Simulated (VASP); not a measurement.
# LiF (Fm-3m) in VASP: further runs

LiF is run at these levels: HSE06, PBE-based global hybrid with 40 % exact exchange, PBE-based screened hybrid with 5 % exact exchange, PBE-based screened hybrid with 20 % exact exchange; tasks: single point.

Everything below comes from runs of VASP 6.6.1. Logs are shortened: lines on timing, memory, paths and dates and some standing lists are left out, and cuts for length are marked.

## 1. The cell of the first run

Symmetry: Fm-3m, No. 225, cubic system. The conventional cell has a = 3.990 Å, b = 3.990 Å, c = 3.990 Å, α = 90.00°, β = 90.00°, γ = 90.00°. Li (site symmetry m-3m) has 6 F at 1.99 Å within 2.6 Å. Within 2.6 Å of F (site symmetry m-3m) lie 6 Li at 1.99 Å.

## 2. Single point, HSE06

POSCAR

```
LiF
1.0
    0.0000000000      1.9948691814      1.9948691814
    1.9948691814      0.0000000000      1.9948691814
    1.9948691814      1.9948691814      0.0000000000
Li F
1 1
Direct
    0.0000000000      0.0000000000      0.0000000000
    0.5000000000      0.5000000000      0.5000000000
```

INCAR.step1

```
PREC = Accurate ; ENCUT = 520
EDIFF = 1E-5 ; ISMEAR = 0
SIGMA = 0.01 ; LREAL = F
LASPH = T ; NELM = 60
ALGO = Normal ; ISIF = 2
LWAVE = T ; LCHARG = F
NBANDS = 12 ; GGA = PE
```

INCAR.step2

```
PREC = Accurate ; ENCUT = 520
EDIFF = 1E-6 ; ISMEAR = 0
SIGMA = 0.01 ; LREAL = F
LASPH = T ; NELM = 60
ALGO = Normal ; ISIF = 2
LWAVE = F ; LCHARG = F
GGA = PE ; LHFCALC = T
HFSCREEN = 0.2079 ; PRECFOCK = Normal
NBANDS = 12 ; ISTART = 1
```

KPOINTS

```
regular mesh
0
Gamma
  2 2 2
```

Potentials or basis: VASP PAW PBE potentials, release 64 (Li_sv, F).

Started as:

```console
> cat potpaw_PBE.64/Li_sv/POTCAR potpaw_PBE.64/F/POTCAR > POTCAR
> cp INCAR.step1 INCAR
> mpirun -np 1 vasp_std > vasp.out
> cp INCAR.step2 INCAR
> mpirun -np 1 vasp_std > vasp.out
```

OUTCAR:

```text
PREC = Accurate
   ENCUT = 520
   EDIFF = 1E-6
   ISMEAR = 0
   LREAL = F
   LASPH = T
   NELM = 60
   ISIF = 2
   GGA = PE
   LHFCALC = T
   HFSCREEN = 0.2079
   PRECFOCK = Normal
   ISTART = 1

 ion  position               nearest neighbor table
   1  0.000  0.000  0.000-   2 1.99   2 1.99   2 1.99   2 1.99   2 1.99   2 1.99
   2  0.500  0.500  0.500-   1 1.99   1 1.99   1 1.99   1 1.99   1 1.99   1 1.99

  LATTYP: Found a face centered cubic cell.
 ALAT       =     3.9897383628

  Lattice vectors:

 A1 = (   0.0000000000,   1.9948691814,   1.9948691814)
 A2 = (   1.9948691814,   0.0000000000,   1.9948691814)
 A3 = (   1.9948691814,   1.9948691814,   0.0000000000)

Analysis of symmetry for initial positions (statically):
=====================================================================
 Subroutine PRICEL returns:
 Original cell was already a primitive cell.

 Routine SETGRP: Setting up the symmetry group for a
 face centered cubic supercell.

 Subroutine GETGRP returns: Found 48 space group operations
 (whereof 48 operations were pure point group operations)
 out of a pool of 48 trial point group operations.

The static configuration has the point symmetry O_h .

Analysis of symmetry for dynamics (positions and initial velocities):
=====================================================================
 Subroutine PRICEL returns:
 Original cell was already a primitive cell.

 Routine SETGRP: Setting up the symmetry group for a
 face centered cubic supercell.

 Subroutine GETGRP returns: Found 48 space group operations
 (whereof 48 operations were pure point group operations)
 out of a pool of 48 trial point group operations.

The dynamic configuration has the point symmetry O_h .

 Subroutine INISYM returns: Found 48 space group operations
 (whereof 48 operations are pure point group operations),
 and found     1 'primitive' translations

----------------------------------------------------------------------------------------

                                     Primitive cell

  volume of cell :      15.8772

  direct lattice vectors                    reciprocal lattice vectors
     0.000000000  1.994869181  1.994869181    -0.250643002  0.250643002  0.250643002
     1.994869181  0.000000000  1.994869181     0.250643002 -0.250643002  0.250643002
     1.994869181  1.994869181  0.000000000     0.250643002  0.250643002 -0.250643002

  length of vectors
     2.821171051  2.821171051  2.821171051     0.434126414  0.434126414  0.434126414

  position of ions in fractional coordinates (direct lattice)
     0.000000000  0.000000000  0.000000000
     0.500000000  0.500000000  0.500000000

  ion indices of the primitive-cell ions
   primitive index   ion index
                 1           1
                 2           2

----------------------------------------------------------------------------------------

 KPOINTS: regular mesh

Automatic generation of k-mesh.
 Grid dimensions read from file:
 generate k-points for:    2    2    2

 Generating k-lattice:

  Cartesian coordinates                     Fractional coordinates (reciprocal lattice)
    -0.125321501  0.125321501  0.125321501     0.500000000  0.000000000  0.000000000
     0.125321501 -0.125321501  0.125321501     0.000000000  0.500000000  0.000000000
     0.125321501  0.125321501 -0.125321501     0.000000000  0.000000000  0.500000000

  Length of vectors
     0.217063207  0.217063207  0.217063207

  Shift w.r.t. Gamma in fractional coordinates (k-lattice)
     0.000000000  0.000000000  0.000000000

 Subroutine IBZKPT returns following result:
 ===========================================

 Found      3 irreducible k-points:

 Following reciprocal coordinates:
            Coordinates               Weight
  0.000000  0.000000  0.000000      1.000000
  0.500000  0.000000  0.000000      4.000000
  0.500000  0.500000  0.000000      3.000000
   k-points           NKPTS =      3   k-points in BZ     NKDIM =      8   number of bands    NBANDS=     12
   number of dos      NEDOS =    301   number of ions     NIONS =      2
   total plane-waves  NPLWV =  13824
   dimension x,y,z NGX =    24 NGY =   24 NGZ =   24
   dimension x,y,z NGXF=    48 NGYF=   48 NGZF=   48
   ions per type =               1   1
   NGX,Y,Z   is equivalent  to a cutoff of  14.14, 14.14, 14.14 a.u.
   NGXF,Y,Z  is equivalent  to a cutoff of  28.29, 28.29, 28.29 a.u.
 SYSTEM =  unknown system
   PREC   = accura    normal or accurate (medium, high low for compatibility)
   ISTART =      1    job   : 0-new  1-cont  2-samecut
   ICHARG =      0    charge: 1-file 2-atom 10-const
   ISPIN  =      1    spin polarized calculation?
   LNONCOLLINEAR =      F non collinear calculations
   LSORBIT =      F    spin-orbit coupling
   LASPH  =      T    aspherical Exc in radial PAW
   ENCUT  =  520.0 eV  38.22 Ry    6.18 a.u.   5.25  5.25  5.25*2*pi/ulx,y,z
   NELM   =     60;   NELMIN=  2; NELMDL=  0     # of ELM steps
   EDIFF  = 0.1E-05   stopping-criterion for ELM
   LREAL  =      F    real-space projection
   EDIFFG = 0.1E-04   stopping-criterion for IOM
   NSW    =      0    number of steps for IOM
   IBRION =     -1    ionic relax: 0-MD 1-quasi-New 2-CG
   NFREE  =      0    steps in history (QN), initial steepest desc. (CG)
   ISIF   =      2    stress and relaxation
   ISYM   =      3    0-nonsym 1-usesym 2-fastsym
   POTIM  = 0.5000    time-step for ionic-motion
   TEBEG  =    0.0;   TEEND  =   0.0 temperature during run
   PSTRESS=    0.0 pullay stress
   NELECT =      10.0000    total number of electrons
   NUPDOWN=      -1.0000    fix difference up-down
   EMIN   =  10.00;   EMAX   =-10.00  energy-range for DOS
   EFERMI =   0.00;   METHOD = LEGACY
   ISMEAR =     0;   SIGMA  =   0.01  broadening in eV -4-tet -1-fermi 0-gaus
   EFERMI_NEDOS =   21; number of points for ismear=-14 and -15
   IALGO  =     38    algorithm
   IMIX   =      1    mixing-type and parameters
     AMIX     =   0.40;   BMIX     =  1.00
     AMIX_MAG =   1.60;   BMIX_MAG =  1.00
  volume/ion in A,a.u.               =       7.94        53.57
  Fermi-wavevector in a.u.,A,eV,Ry     =   1.403300  2.651852 26.793271  1.969250
  Thomas-Fermi vector in A             =   2.525975
   LORBIT       =      0    0 simple, 1 ext, 2 COOP (PROOUT), +10 PAW based schemes
   GGA     = PE    functional components
   LHFCALC =     T    Hartree Fock is set to
   PRECFOCK=normal    Normal, Fast or Accurate (Low or Medium for compatibility)
   ENCUT4O =  -1.0   cutoff for four orbital integrals eV
   NKREDX  =     1    reduce k-point grid by
   NKREDY  =     1    reduce k-point grid by
   NKREDZ  =     1    reduce k-point grid by
   AEXX    =    0.2500 exact exchange contribution
   HFSCREEN=    0.2079 screening length (either q_TF or 0.3 A-1)
   HFSCREENC=   0.2079 screening length for correlation (either q_TF or 0.3 A-1)
   ENCUTFOCK=  -1.0 apply spherical cutoff to Coloumb kernel
   IVDW    =     0    specifies the selected vdW correction
   LEPSILON=     F    determine dielectric tensor
   LRPA    =     F    only Hartree local field effects (RPA)
 non-spin polarized calculation
 Gauss-broadening in eV      SIGMA  =   0.01
  energy-cutoff  :      520.00
  volume of cell :       15.88
 maximum number of plane-waves:       444
 NGX is ok and might be reduce to    24
  NGX = 16; NGY = 16; NGZ = 16

 number of electron       9.9999997 magnetization

 Free energy of the ion-electron system (eV)
  ---------------------------------------------------
  ext. energy  EPLUGINS =         0.00000000
  ---------------------------------------------------
  free energy    TOTEN  =       -11.19294360 eV

  energy without entropy =      -11.19294360  energy(sigma->0) =      -11.19294360

 E-fermi :  -2.1685     XC(G=0):  -8.2223

 val. band max:       -2.4072617981   @ k =   0.0000   0.0000   0.0000
 cond. band min:       9.2988828585   @ k =   0.0000   0.0000   0.0000
 fundamental gap:     11.7061446566
 Fermi energy:        -2.1685470040

 k-point     1 :       0.0000    0.0000    0.0000
  band No.  band energies     occupation
      1     -45.5583      2.00000
      2     -23.9797      2.00000
      3      -2.4073      2.00000
      4      -2.4073      2.00000
      5      -2.4073      2.00000
      6       9.2989      0.00000
      7      24.4632      0.00000
      8      24.4632      0.00000
      9      24.4632      0.00000
     10      24.6546      0.00000
     11      24.6546      0.00000
     12      24.6546      0.00000

 k-point     2 :       0.5000    0.0000    0.0000
  band No.  band energies     occupation
      1     -45.4918      2.00000
      2     -23.4934      2.00000
      3      -5.1284      2.00000
      4      -2.6615      2.00000
      5      -2.6615      2.00000
      6      10.8557      0.00000
      7      17.3475      0.00000
      8      19.1188      0.00000
      9      19.1188      0.00000
     10      31.0962      0.00000
     11      31.9089      0.00000
     12      31.9090      0.00000

 k-point     3 :       0.5000    0.5000    0.0000
  band No.  band energies     occupation
      1     -45.4737      2.00000
      2     -23.1968      2.00000
      3      -5.6314      2.00000
      4      -3.4969      2.00000
      5      -3.4969      2.00000
      6      15.2753      0.00000
      7      16.4810      0.00000
      8      17.8768      0.00000
      9      20.8151      0.00000
     10      20.8151      0.00000
     11      34.4993      0.00000
     12      39.2011      0.00000

------------------------ aborting loop because EDIFF is reached ----------------------------------------

  FORCE on cell =-STRESS in cart. coord.  units (eV):
  Direction    XX          YY          ZZ          XY          YZ          ZX
  --------------------------------------------------------------------------------------
  -------------------------------------------------------------------------------------
  Total        0.5513542      0.5513542      0.5513542      0.0000000     -0.0000000      0.0000000
  in kB       55.6375496     55.6375496     55.6375496      0.0000000     -0.0000000      0.0000000
  external PRESSURE =      55.6375496 kB  Pullay stress =       0.0000000 kB

 VOLUME and BASIS-vectors are now :
 -----------------------------------------------------------------------------
  energy-cutoff  :      520.00
  volume of cell :       15.88
      direct lattice vectors                 reciprocal lattice vectors
     0.000000000  1.994869181  1.994869181    -0.250643002  0.250643002  0.250643002
     1.994869181  0.000000000  1.994869181     0.250643002 -0.250643002  0.250643002
     1.994869181  1.994869181  0.000000000     0.250643002  0.250643002 -0.250643002

 POSITION                                       TOTAL-FORCE (eV/Angst)
 -----------------------------------------------------------------------------------
      0.00000      0.00000      0.00000         0.000000      0.000000      0.000000
      1.99487      1.99487      1.99487        -0.000000     -0.000000     -0.000000
 -----------------------------------------------------------------------------------
    total drift:                                0.000001      0.000007      0.000007

  FREE ENERGIE OF THE ION-ELECTRON SYSTEM (eV)
  ---------------------------------------------------
  free  energy   TOTEN  =       -11.1929436009 eV

  energy  without entropy=      -11.1929436009  energy(sigma->0) =      -11.19294360
```

Wall time 5.9 s (1 thread of Intel Xeon Platinum 8488C (Sapphire Rapids), shared host); peak memory 0.22 GiB.

Results:

| Item | Value |
| --- | --- |
| Free energy | -11.1929 eV |
| Band gap on the k mesh | 11.71 eV |

Caveat: the k points lie up to 1.36 Å⁻¹ apart; the cutoff is under 1.25 times the usual one of these potentials, so pressure, stress and relaxed cells hold a basis-set (Pulay) error; the PAW data sets were made with another functional, which shifts forces and pressure a little.

## 3. Single point, PBE-based global hybrid with 40 % exact exchange

POSCAR is that of step 2.

INCAR.step1

```
  PREC = Accurate
  ENCUT = 520
  EDIFF = 1E-5
  ISMEAR = 0
  SIGMA = 0.01
  LREAL = False
  LASPH = True
  NELM = 80
  ALGO = Normal
  ISIF = 2
  LWAVE = True
  NBANDS = 12
  GGA = PE
```

INCAR.step2

```
  PREC = Accurate
  ENCUT = 520
  EDIFF = 1E-6
  ISMEAR = 0
  SIGMA = 0.01
  LREAL = False
  LASPH = True
  NELM = 80
  ALGO = Normal
  ISIF = 2
  LWAVE = False
  LCHARG = True
  GGA = PE
  LHFCALC = True
  AEXX = 0.4
  PRECFOCK = Normal
  LELF = True
  LVHAR = True
  NBANDS = 12
  ISTART = 1
```

KPOINTS

```
regular mesh
0
Gamma
  6 6 6
```

Potentials or basis: VASP PAW PBE potentials, release 64 (Li_sv, F).

Started as:

```console
> cat potpaw_PBE.64/Li_sv/POTCAR potpaw_PBE.64/F/POTCAR > POTCAR
> cp INCAR.step1 INCAR
> mpirun -np 1 vasp_std > vasp.out
> cp INCAR.step2 INCAR
> mpirun -np 1 vasp_std > vasp.out
```

Run time: 1.8 min. Hardware: 1 thread of Intel Xeon Platinum 8488C (Sapphire Rapids), shared host; peak memory 0.14 GiB.

The run converged. Its results:

* Free energy: -13.3149 eV
* Band gap on the k mesh: 14.31 eV

Levels at points of the mesh, in eV from the valence-band top:
```csv
k point,band 3,band 4,band 5,band 6,band 7,band 8
"(0.00, 0.00, 0.00)",0.00,0.00,0.00,14.31,29.89,29.89
"(0.50, 0.00, 0.00)",-2.86,-0.27,-0.27,15.93,22.62,24.42
"(0.50, 0.50, 0.00)",-3.35,-1.14,-1.14,20.52,21.53,23.15
```

Caveat: the k points lie up to 0.45 Å⁻¹ apart; the cutoff is under 1.25 times the usual one of these potentials, so pressure, stress and relaxed cells hold a basis-set (Pulay) error; the PAW data sets were made with another functional, which shifts forces and pressure a little.

## 4. Single point, PBE-based screened hybrid with 5 % exact exchange

POSCAR is that of step 3.

INCAR.step1

```
ALGO = Normal
EDIFF = 1E-5
ENCUT = 520
GGA = PE
ISIF = 2
ISMEAR = 0
LASPH = True
LCHARG = False
LREAL = False
LWAVE = True
NBANDS = 12
NELM = 100
PREC = Accurate
SIGMA = 0.01
```

INCAR.step2

```
AEXX = 0.05
ALGO = Normal
EDIFF = 1E-6
ENCUT = 520
GGA = PE
HFSCREEN = 0.5
ISIF = 2
ISMEAR = 0
ISTART = 1
LASPH = True
LCHARG = False
LHFCALC = True
LREAL = False
LWAVE = False
NBANDS = 12
NELM = 100
PREC = Accurate
PRECFOCK = Normal
SIGMA = 0.01
```

KPOINTS

```
k-points
0
Gamma
  6 6 6
```

Started as:

```console
> cat potpaw_PBE.64/Li_sv/POTCAR potpaw_PBE.64/F/POTCAR > POTCAR
> cp INCAR.step1 INCAR
> mpirun -np 1 vasp_std > vasp.out
> cp INCAR.step2 INCAR
> mpirun -np 1 vasp_std > vasp.out
```

Run time: 75 s. Hardware: 1 thread of Intel Xeon Platinum 8488C (Sapphire Rapids), shared host; peak memory 0.23 GiB.

It converged, with:

```yaml
Free_energy: -9.8703 eV
Band_gap_on_the_k_mesh: 9.65 eV
```

Levels at points of the mesh, in eV from the valence-band top:
```csv
k point,band 1,band 2,band 3,band 4,band 5,band 6,band 7,band 8,band 9,band 10
"(0.00, 0.00, 0.00)",-41.25,-20.35,0.00,0.00,0.00,9.65,24.70,24.70,24.70,24.94
"(0.50, 0.00, 0.00)",-41.18,-19.89,-2.62,-0.24,-0.24,11.23,17.44,19.45,19.45,31.26
"(0.50, 0.50, 0.00)",-41.17,-19.61,-3.14,-1.05,-1.05,15.43,16.91,18.14,20.94,20.94
```

Caveat: the k points lie up to 0.45 Å⁻¹ apart; the cutoff is under 1.25 times the usual one of these potentials, so pressure, stress and relaxed cells hold a basis-set (Pulay) error; the PAW data sets were made with another functional, which shifts forces and pressure a little.

## 5. Single point, PBE-based screened hybrid with 20 % exact exchange

POSCAR is that of step 4.

INCAR.step1

```
SYSTEM = LiF
  PREC = Accurate
  ENCUT = 520
  EDIFF = 1E-5
  ISMEAR = 0
  SIGMA = 0.01
  LREAL = .FALSE.
  LASPH = .TRUE.
  NELM = 60
  ALGO = Normal
  ISIF = 2
  LWAVE = .TRUE.
  LCHARG = .FALSE.
  GGA = PE
  NBANDS = 12
```

INCAR.step2

```
SYSTEM = LiF
  PREC = Accurate
  ENCUT = 520
  EDIFF = 1E-7
  ISMEAR = 0
  SIGMA = 0.01
  LREAL = .FALSE.
  LASPH = .TRUE.
  NELM = 60
  ALGO = Normal
  ISIF = 2
  LWAVE = .FALSE.
  LCHARG = .FALSE.
  GGA = PE
  LHFCALC = .TRUE.
  AEXX = 0.2
  HFSCREEN = 0.3
  PRECFOCK = Normal
  ISTART = 1
  NBANDS = 12
```

KPOINTS

```
regular mesh
0
G
  6 6 6
  0 0 0
```

Started as:

```console
> cat potpaw_PBE.64/Li_sv/POTCAR potpaw_PBE.64/F/POTCAR > POTCAR
> cp INCAR.step1 INCAR
> mpirun -np 1 vasp_std > vasp.out
> cp INCAR.step2 INCAR
> mpirun -np 1 vasp_std > vasp.out
```

It took 1.9 min on 1 thread of Intel Xeon Platinum 8488C (Sapphire Rapids), shared host; peak memory 0.23 GiB.

It converged, with:

| Property | Result |
| --- | --- |
| Free energy | -10.8790 eV |
| Band gap on the k mesh | 10.97 eV |

Levels at points of the mesh, in eV from the valence-band top:
```csv
k point,band 2,band 3,band 4,band 5,band 6,band 7,band 8,band 9
"(0.00, 0.00, 0.00)",-21.32,0.00,0.00,0.00,10.97,26.21,26.21,26.21
"(0.50, 0.00, 0.00)",-20.85,-2.71,-0.25,-0.25,12.56,18.98,20.88,20.88
"(0.50, 0.50, 0.00)",-20.55,-3.21,-1.08,-1.08,16.92,18.22,19.60,22.50
```

Caveat: the k points lie up to 0.45 Å⁻¹ apart; the cutoff is under 1.25 times the usual one of these potentials, so pressure, stress and relaxed cells hold a basis-set (Pulay) error; the PAW data sets were made with another functional, which shifts forces and pressure a little.

## 6. Single point, HSE06

POSCAR is that of step 5.

INCAR.step1

```
  ALGO = Normal
  EDIFF = 1E-5
  ENCUT = 520
  GGA = PE
  ISIF = 2
  ISMEAR = 1
  LASPH = True
  LCHARG = False
  LREAL = False
  LWAVE = True
  NBANDS = 12
  NELM = 60
  PREC = Accurate
  SIGMA = 0.5
```

INCAR.step2

```
  ALGO = Normal
  EDIFF = 1E-7
  ENCUT = 520
  GGA = PE
  HFSCREEN = 0.2079
  ISIF = 2
  ISMEAR = 1
  ISTART = 1
  LASPH = True
  LCHARG = False
  LHFCALC = True
  LREAL = False
  LWAVE = False
  NBANDS = 12
  NELM = 60
  PREC = Accurate
  PRECFOCK = Normal
  SIGMA = 0.5
```

KPOINTS

```
k-points
0
Gamma
  6 6 6
```

Potentials or basis: VASP PAW PBE potentials, release 64 (Li_sv, F).

Started as:

```console
> cat potpaw_PBE.64/Li_sv/POTCAR potpaw_PBE.64/F/POTCAR > POTCAR
> cp INCAR.step1 INCAR
> mpirun -np 1 vasp_std > vasp.out
> cp INCAR.step2 INCAR
> mpirun -np 1 vasp_std > vasp.out
```

It took 2 min on 1 thread of Intel Xeon Platinum 8488C (Sapphire Rapids), shared host; peak memory 0.23 GiB.

It converged, with:

| Property | Result |
| --- | --- |
| Free energy | -11.3698 eV |
| Band gap on the k mesh | 11.63 eV |

Levels at points of the mesh, in eV from the valence-band top:
```
           k point  band 2  band 3  band 4  band 5  band 6  band 7  band 8  band 9
(0.00, 0.00, 0.00)  -21.70    0.00    0.00    0.00   11.63   26.96   26.96   26.96
(0.50, 0.00, 0.00)  -21.22   -2.80   -0.31   -0.31   13.23   19.72   21.59   21.59
(0.50, 0.50, 0.00)  -20.93   -3.30   -1.15   -1.15   17.65   18.88   20.32   23.26
```

Caveat: the k points lie up to 0.45 Å⁻¹ apart; the cutoff is under 1.25 times the usual one of these potentials, so pressure, stress and relaxed cells hold a basis-set (Pulay) error; the PAW data sets were made with another functional, which shifts forces and pressure a little.

## 7. The runs side by side

```csv
level,k mesh,smearing,share of exact exchange,screening parameter,gap on the mesh (eV)
HSE06,2 × 2 × 2,gaussian 0.01 eV,0.25,0.2079 1/Å,11.71
PBE-based global hybrid with 40 % exact exchange,6 × 6 × 6,gaussian 0.01 eV,0.4,-,14.31
PBE-based screened hybrid with 5 % exact exchange,6 × 6 × 6,gaussian 0.01 eV,0.05,0.5 1/Å,9.65
PBE-based screened hybrid with 20 % exact exchange,6 × 6 × 6,gaussian 0.01 eV,0.2,0.3 1/Å,10.97
HSE06,6 × 6 × 6,methfessel-paxton 0.5 eV,0.25,0.2079 1/Å,11.63
```

Alike in all rows: task single point; potentials or basis VASP PAW PBE potentials, release 64 (Li_sv, F); no spin polarisation; cell as given; cutoff (eV) 520.

Caveats: all runs use coarse meshes; the cutoff is under 1.25 times the usual one of these potentials, so pressure, stress and relaxed cells hold a basis-set (Pulay) error; the PAW data sets were made with another functional, which shifts forces and pressure a little.

Total energies depend on the potentials used, so only differences within one code and one set of settings carry meaning.
